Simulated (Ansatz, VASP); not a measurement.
One calculation of WS2, two programs

File POSCAR:

```
WS2
1.0
    1.5911317569      0.9186403482      6.5478540604
   -1.5911317569      0.9186403482      6.5478540604
    0.0000000000     -1.8372806963      6.5478540605
W S
1 2
Direct
    0.0006740937      0.0006740937      0.0006740937
    0.2546440435      0.2546440435      0.2546440435
    0.4133818628      0.4133818628      0.4133818628
```

INCAR.step1

```
  PREC = Accurate
  ENCUT = 550
  ISMEAR = 0
  SIGMA = 0.02
  LREAL = False
  LASPH = True
  NELM = 120
  NBANDS = 20
  GGA = PE
  ALGO = Normal
  EDIFF = 1E-5
  LWAVE = True
  LCHARG = False
  GGA_COMPAT = False
```

INCAR.step2

```
  PREC = Accurate
  ENCUT = 550
  EDIFF = 1E-6
  ISMEAR = 0
  SIGMA = 0.02
  LREAL = False
  LASPH = True
  NELM = 120
  ALGO = Normal
  ISIF = 2
  LWAVE = False
  LCHARG = False
  METAGGA = R2SCAN
  LMIXTAU = True
  NBANDS = 20
  ISTART = 1
  GGA_COMPAT = False
```

File KPOINTS:

```
regular mesh
0
Gamma
  12 12 12
```

Input for Ansatz:

```yaml
crystal:
  lattice:
    - [1.5911317623, 0.9186403513, 6.5478539963]
    - [-1.5911317623, 0.9186403513, 6.5478539963]
    - [0.0, -1.8372807026, 6.5478539963]
  atoms:
    - { symbol: W, position: [0.0006740938, 0.0006740938, 0.0006740938] }
    - { symbol: S, position: [0.2546440426, 0.2546440426, 0.2546440426] }
    - { symbol: S, position: [0.4133818636, 0.4133818636, 0.4133818636] }
basis:
  ecutwfc: 500
kpoints:
  mp_grid: { grid: [12, 12, 12] }
  band_path:
    path:
      - [[0.0, 0.0, 0.0], [-0.5, -0.5, -0.5], [-0.5, -0.17978872, -0.82021128]]
      - [[-0.17978872, 0.17978872, -0.5], [0.0, 0.0, -0.5], [0.0, 0.0, 0.0], [0.0, 0.33989436, -0.33989436]]
      - [[-0.33989436, 0.0, -0.66010564], [-0.5, 0.0, -0.5], [0.0, 0.0, 0.0]]
    npoints: 14
hamiltonian:
  xc: r2scan
scf:
  occupations: { method: gaussian, width: 0.02 }
  n_extra_bands: 7
output:
  forces: true
  stress: true
  eigenvalues: true
  populations: true
  dos: { projected: true, de: 0.02, nscf_kmesh: { grid: [18, 18, 18] } }
  bader: true
  write_density: true
  write_potential: true
  elf: true
  volumetric_format: npy
```

Alike in both runs: task single point; functional r2SCAN; k mesh 12 × 12 × 12; occupations gaussian, width 0.02 eV; no spin polarisation.

|  | VASP | Ansatz |
| --- | --- | --- |
| version | VASP 6.6.1 | Ansatz 0.2.0 |
| potentials or method | VASP PAW PBE potentials, release 64 (W_sv, S), cutoff 550 eV | scalar-relativistic, plane waves, PAW |
| valence electrons in the cell | 26 | 26 |

VASP gave:

- gap on the k mesh at the Fermi level (eV): 1.39
- least direct gap on the mesh (eV): 1.92
- pressure (GPa): 0.2
- rms of the force components (eV/Å): 0.010

Problem. Estimate Ansatz's values.

Solution. gap on the k mesh at the Fermi level (eV): 1.37; least direct gap on the mesh (eV): 1.92; pressure (GPa): 0.0; rms of the force components (eV/Å): 0.000.

VASP's potentials were made for PBE, not for r2SCAN. Atom by atom the forces differ by 0.010 eV/Å (rms over components). With one functional, cell and mesh, what is left measures potentials, basis and numerics.

Neither program's run includes spin-orbit coupling.
